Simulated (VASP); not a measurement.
# Ru (Im-3m) in VASP: single point with PBE

Aim: the single point of Ru with PBE.

Everything below comes from runs of VASP 6.6.1. Logs are shortened: lines on timing, memory, paths and dates and some standing lists are left out, and cuts for length are marked.

## Step 1: The cell of the first run

It takes space group Im-3m (No. 229, cubic). The conventional cell has a = 3.281 Å, b = 3.281 Å, c = 3.281 Å, α = 90.00°, β = 90.00°, γ = 90.00°. Ru (site symmetry m-3m) has 14 Ru at 2.84 to 3.28 Å within 3.7 Å.

## Step 2: Single point, PBE (Pd replaced by Ru, lengths x 1.030, strained)

The input, INCAR:

```
  PREC = Accurate
  ENCUT = 520
  EDIFF = 1E-6
  ISMEAR = 0
  SIGMA = 0.1
  LREAL = F
  LASPH = T
  NELM = 60
  ALGO = Normal
  ISIF = 2
  LWAVE = F
  LCHARG = F
  GGA = PE
  NBANDS = 13
```

The input, KPOINTS:

```
Automatic mesh
0
Gamma
  18 18 18
```

The input, POSCAR:

```
Ru
1.0
   -1.6404086823      1.6404086823      1.6404086823
    1.6404086823     -1.6404086823      1.6404086823
    1.6404086823      1.6404086823     -1.6404086823
Ru
1
Direct
    0.0000000000      0.0000000000      0.0000000000
```

Potentials or basis: VASP PAW PBE potentials, release 64 (Ru_pv).

Launch:

```sh
$ cat potpaw_PBE.64/Ru_pv/POTCAR > POTCAR
$ mpirun -np 1 vasp_std > vasp.out
```

OUTCAR:

```text
PREC = Accurate
   ENCUT = 520
   EDIFF = 1E-6
   ISMEAR = 0
   LREAL = F
   LASPH = T
   NELM = 60
   ISIF = 2
   GGA = PE

 ion  position               nearest neighbor table
   1  0.000  0.000  0.000-

  LATTYP: Found a body centered cubic cell.
 ALAT       =     3.2808173646

  Lattice vectors:

 A1 = (  -1.6404086823,   1.6404086823,   1.6404086823)
 A2 = (   1.6404086823,  -1.6404086823,   1.6404086823)
 A3 = (   1.6404086823,   1.6404086823,  -1.6404086823)

Analysis of symmetry for initial positions (statically):
=====================================================================
 Subroutine PRICEL returns:
 Original cell was already a primitive cell.

 Routine SETGRP: Setting up the symmetry group for a
 body centered cubic supercell.

 Subroutine GETGRP returns: Found 48 space group operations
 (whereof 48 operations were pure point group operations)
 out of a pool of 48 trial point group operations.

The static configuration has the point symmetry O_h .

Analysis of symmetry for dynamics (positions and initial velocities):
=====================================================================
 Subroutine PRICEL returns:
 Original cell was already a primitive cell.

 Routine SETGRP: Setting up the symmetry group for a
 body centered cubic supercell.

 Subroutine GETGRP returns: Found 48 space group operations
 (whereof 48 operations were pure point group operations)
 out of a pool of 48 trial point group operations.

The dynamic configuration has the point symmetry O_h .

 Subroutine INISYM returns: Found 48 space group operations
 (whereof 48 operations are pure point group operations),
 and found     1 'primitive' translations

----------------------------------------------------------------------------------------

                                     Primitive cell

  volume of cell :      17.6570

  direct lattice vectors                    reciprocal lattice vectors
    -1.640408682  1.640408682  1.640408682     0.000000000  0.304802093  0.304802093
     1.640408682 -1.640408682  1.640408682     0.304802093  0.000000000  0.304802093
     1.640408682  1.640408682 -1.640408682     0.304802093  0.304802093  0.000000000

  length of vectors
     2.841271183  2.841271183  2.841271183     0.431055254  0.431055254  0.431055254

  position of ions in fractional coordinates (direct lattice)
     0.000000000  0.000000000  0.000000000

  ion indices of the primitive-cell ions
   primitive index   ion index
[... 76 lines left out ...]
   NSW    =      0    number of steps for IOM
   IBRION =     -1    ionic relax: 0-MD 1-quasi-New 2-CG
   NFREE  =      0    steps in history (QN), initial steepest desc. (CG)
   ISIF   =      2    stress and relaxation
   ISYM   =      2    0-nonsym 1-usesym 2-fastsym
   POTIM  = 0.5000    time-step for ionic-motion
   TEBEG  =    0.0;   TEEND  =   0.0 temperature during run
   PSTRESS=    0.0 pullay stress
   NELECT =      14.0000    total number of electrons
   NUPDOWN=      -1.0000    fix difference up-down
   EMIN   =  10.00;   EMAX   =-10.00  energy-range for DOS
   EFERMI =   0.00;   METHOD = LEGACY
   ISMEAR =     0;   SIGMA  =   0.10  broadening in eV -4-tet -1-fermi 0-gaus
   EFERMI_NEDOS =   21; number of points for ismear=-14 and -15
   IALGO  =     38    algorithm
   IMIX   =      4    mixing-type and parameters
     AMIX     =   0.40;   BMIX     =  1.00
     AMIX_MAG =   1.60;   BMIX_MAG =  1.00
  volume/ion in A,a.u.               =      17.66       119.16
  Fermi-wavevector in a.u.,A,eV,Ry     =   1.515231  2.863371 31.237947  2.295924
  Thomas-Fermi vector in A             =   2.624782
   LORBIT       =      0    0 simple, 1 ext, 2 COOP (PROOUT), +10 PAW based schemes
   GGA     = PE    functional components
   LHFCALC =     F    Hartree Fock is set to
   AEXX    =    0.0000 exact exchange contribution
   IVDW    =     0    specifies the selected vdW correction
   LEPSILON=     F    determine dielectric tensor
   LRPA    =     F    only Hartree local field effects (RPA)
 non-spin polarized calculation
 Gauss-broadening in eV      SIGMA  =   0.10
  energy-cutoff  :      520.00
  volume of cell :       17.66
 maximum number of plane-waves:       490
 NGX is ok and might be reduce to    24
   NGX = 11   NGY = 11   NGZ = 11

 number of electron      13.9999997 magnetization

 Free energy of the ion-electron system (eV)
  ---------------------------------------------------
  ext. energy  EPLUGINS =         0.00000000
  ---------------------------------------------------
  free energy    TOTEN  =        -8.14407513 eV

  energy without entropy =       -8.12977542  energy(sigma->0) =       -8.13692528

 E-fermi :   8.7139     XC(G=0): -12.5373

 val. band max:        8.7125992479   @ k =   0.3889   0.1667   0.0556
 cond. band min:       8.7184719150   @ k =   0.2222   0.1667   0.1111
 fundamental gap:      0.0058726671
 Fermi energy:         8.7139484894

 k-point     1 :       0.0000    0.0000    0.0000
  band No.  band energies     occupation
      1     -33.7121      2.00000
      2     -33.7121      2.00000
      3     -33.7121      2.00000
      4       2.1703      2.00000
      5       6.7283      2.00000
      6       6.7283      2.00000
      7       6.7283      2.00000
      8       8.6694      1.47116
      9       8.6694      1.47116
     10      19.6434      0.00000
     11      25.4677      0.00000
     12      25.4677      0.00000
     13      25.4677      0.00000
[... 354 lines left out ...]
  band No.  band energies     occupation
      1     -34.1235      2.00000
      2     -33.8726      2.00000
      3     -33.7306      2.00000
      4       4.4996      2.00000
      5       5.6089      2.00000
      6       7.9769      2.00000
      7       8.5715      1.95606
      8       9.3126      0.00000
      9      11.4693      0.00000
     10      16.9200      0.00000
     11      19.6439      0.00000
     12      21.7436      0.00000
     13      23.9220      0.00000

 [... further k-points ...]
[... 5 lines left out ...]
  --------------------------------------------------------------------------------------
  -------------------------------------------------------------------------------------
  Total       -3.9068852     -3.9068852     -3.9068852     -0.0000000      0.0000000     -0.0000000
  in kB     -354.5072013   -354.5072013   -354.5072013     -0.0000000      0.0000000     -0.0000000
  external PRESSURE =    -354.5072013 kB  Pullay stress =       0.0000000 kB

 VOLUME and BASIS-vectors are now :
 -----------------------------------------------------------------------------
  energy-cutoff  :      520.00
  volume of cell :       17.66
      direct lattice vectors                 reciprocal lattice vectors
    -1.640408682  1.640408682  1.640408682     0.000000000  0.304802093  0.304802093
     1.640408682 -1.640408682  1.640408682     0.304802093  0.000000000  0.304802093
     1.640408682  1.640408682 -1.640408682     0.304802093  0.304802093  0.000000000

 POSITION                                       TOTAL-FORCE (eV/Angst)
 -----------------------------------------------------------------------------------
      0.00000      0.00000      0.00000        -0.000000      0.000000     -0.000000
 -----------------------------------------------------------------------------------
    total drift:                               -0.000000      0.000000      0.000000

  FREE ENERGIE OF THE ION-ELECTRON SYSTEM (eV)
  ---------------------------------------------------
  free  energy   TOTEN  =        -8.1440751338 eV

  energy  without entropy=       -8.1297754167  energy(sigma->0) =       -8.13692528
```

OSZICAR:

```text
N       E                     dE             d eps       ncg     rms          rms(c)
DAV:   1     0.105813033811E+03    0.10581E+03   -0.84725E+03  5078   0.111E+03
DAV:   2    -0.752584503146E+01   -0.11334E+03   -0.10895E+03  5510   0.311E+02
DAV:   3    -0.879750867704E+01   -0.12717E+01   -0.12624E+01  5790   0.367E+01
DAV:   4    -0.880161946954E+01   -0.41108E-02   -0.41107E-02  5540   0.227E+00
DAV:   5    -0.880165009162E+01   -0.30622E-04   -0.30622E-04  5815   0.180E-01    0.740E+00
DAV:   6    -0.815930611600E+01    0.64234E+00   -0.14845E+00  5210   0.141E+01    0.144E+00
DAV:   7    -0.814627807361E+01    0.13028E-01   -0.22792E-02  5705   0.152E+00    0.719E-01
DAV:   8    -0.814409078475E+01    0.21873E-02   -0.33872E-03  5255   0.745E-01    0.385E-02
DAV:   9    -0.814407171641E+01    0.19068E-04   -0.70500E-05  5730   0.112E-01    0.200E-02
DAV:  10    -0.814407499205E+01   -0.32756E-05   -0.59642E-06  5280   0.271E-02    0.118E-03
DAV:  11    -0.814407513377E+01   -0.14171E-06   -0.67373E-08  2790   0.316E-03
   1 F= -.81440751E+01 E0= -.81369253E+01  d E =-.142997E-01
```

stdout:

```text
POSCAR found type information on POSCAR Ru
 POSCAR found :  1 types and       1 ions
 scaLAPACK will be used
 LDA part: xc-table for (Slater+PW92), standard interpolation
 POSCAR, INCAR and KPOINTS ok, starting setup
 FFT: planning ... GRIDC
 FFT: planning ... GRID_SOFT
 FFT: planning ... GRID
 WAVECAR not read
 entering main loop
```

It took 21 s on 1 thread of AMD EPYC 9R45 (Zen 5), shared host; peak memory 0.14 GiB.

Results:

* Free energy: -8.1441 eV
* Pressure: -35.5 GPa
* Band gap on the k mesh: zero (band 7 reaches 9.94 eV, above the bottom of band 8 at 7.43 eV)

Caveat: the cell differs from its parent crystal (Pd replaced by Ru, lengths x 1.030, strained).
